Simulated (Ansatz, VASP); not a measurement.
**Two plane-wave programs on PC3**

File INCAR:

```
ALGO = Normal
EDIFF = 1E-6
ENCUT = 520
GGA = PE
ISIF = 2
ISMEAR = 0
LASPH = True
LCHARG = False
LREAL = False
LWAVE = False
NBANDS = 16
NELM = 80
PREC = Accurate
SIGMA = 0.1
```

The input KPOINTS:

```
k-points
0
Gamma
  6 6 6
```

Contents of POSCAR:

```
PC3
1.0
    3.6439781300      0.0000000000      0.0000000000
    0.0000000000      3.6439781300      0.0000000000
    0.0000000000      0.0000000000      3.6439781300
P C
1 3
Direct
    0.0000000000      0.0000000000      0.0000000000
    0.0000000000      0.5000000000      0.5000000000
    0.5000000000      0.0000000000      0.5000000000
    0.5000000000      0.5000000000      0.0000000000
```

Input for Ansatz:

```yaml
crystal:
  lattice:
    - [3.64397813, 0.0, 0.0]
    - [0.0, 3.64397813, 0.0]
    - [0.0, 0.0, 3.64397813]
  atoms:
    - { symbol: P, position: [0.0, 0.0, 0.0] }
    - { symbol: C, position: [0.0, 0.5, 0.5] }
    - { symbol: C, position: [0.5, 0.0, 0.5] }
    - { symbol: C, position: [0.5, 0.5, 0.0] }
basis:
  ecutwfc: 420
kpoints:
  mp_grid: { grid: [6, 6, 6] }
hamiltonian:
  xc: pbe
scf:
  occupations: { method: gaussian, width: 0.1 }
  lower_state_search: "off"
output:
  forces: true
  stress: true
  eigenvalues: true
```

Change from the starting cell: species swapped into the CdAu3 type (Pm-3m, No. 221).

Alike in both runs: task single point; functional PBE; k mesh 6 × 6 × 6; occupations gaussian, width 0.1 eV; no spin polarisation.

|  | VASP | Ansatz |
| --- | --- | --- |
| version | VASP 6.6.1 | Ansatz 0.2.0 |
| potentials or method | VASP PAW PBE potentials, release 64 (P, C), cutoff 520 eV | scalar-relativistic, plane waves, PAW |
| valence electrons in the cell | 17 | 17 |

|  | VASP | Ansatz | Ansatz less VASP |
| --- | --- | --- | --- |
| gap on the k mesh at the Fermi level (eV) | none | none | - |
| pressure (GPa) | -24.6 | -24.6 | +0.01 |

A gap of «none» marks a metal or a gap that the smearing closes.
